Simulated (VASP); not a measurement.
LiSi16 (a cell with a defect), 17 atoms in the cell. The cell holds a defect, 17 atoms: a = 7.679 Å, b = 7.679 Å, c = 7.679 Å, α = 60.00°, β = 60.00°, γ = 60.00°. 

| Item | Value |
| --- | --- |
| Program | VASP 6.6.1 |
| Task | single point |
| Functional | PBE |
| Dispersion | D3(BJ) |
| Potentials or basis | VASP PAW PBE potentials, release 64 (Si, Li_sv) |
| Cutoff | 520 eV |
| k mesh | 2 × 2 × 2 |
| Occupations | gaussian, width 0.02 eV |
| Spin | no spin polarisation |
| Dipole correction | no |
| Charge | 1 |
| Further INCAR settings | LREAL = Auto; ALGO = Normal; EDIFF = 1e-06; NBANDS = 48; NELECT = 66.0 |

Potentials or basis: VASP PAW PBE potentials, release 64 (Si, Li_sv).

The run is started by

```sh
$ cat potpaw_PBE.64/Si/POTCAR potpaw_PBE.64/Li_sv/POTCAR > POTCAR
$ mpirun -np 1 vasp_std > vasp.out
```

Hardware: 1 thread of Intel(R) Xeon(R) 6975P-C (Granite Rapids) (shared host).

Question: Estimate the wall time of this run.

Answer: Wall time 59 s on 1 thread of Intel(R) Xeon(R) 6975P-C (Granite Rapids), with other jobs on the host, peak memory 0.45 GiB. Counts: scf iterations 14, k points 4.
